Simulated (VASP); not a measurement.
Runs of VASP 6.6.1 on Si. The structure is that of space group I4/mmm (No. 139), or close to it. The cells are those of the table. 

| cell | gap on the mesh (eV) | pressure (GPa) | largest force (eV/Å) |
| --- | --- | --- | --- |
| a = 5.211 Å, angles 97.8, 97.8, 136.7°, 4 atoms | 0.62 | -4.6 | 0.32 |
| a = 5.146 Å, angles 98.0, 98.0, 136.1°, 4 atoms | 0.62 | -2.6 | 0.18 |
| a = 5.157 Å, angles 98.2, 98.2, 135.5°, 4 atoms | (b) | -3.8 | 0.06 |
| a = 5.201 Å, angles 97.6, 97.6, 137.3°, 4 atoms | (a) | (c) | 0.45 |
| a = 5.190 Å, angles 97.4, 97.4, 137.9°, 4 atoms | 0.57 | -2.0 | 0.59 |

Alike in all rows: task single point; level r2SCAN; potentials or basis VASP PAW PBE potentials, release 64 (Si); no spin polarisation; k mesh 10 × 10 × 10; cutoff (eV) 520; smearing gaussian 0.03 eV.

Problem. Estimate the missing entries.

Solution. (a) 0.61; (b) 0.63; (c) -3.4.

Caveats: the PAW data sets were made with another functional, which shifts forces and pressure a little; the cell stands under tension (at least some runs).

A k mesh can miss the band edges.
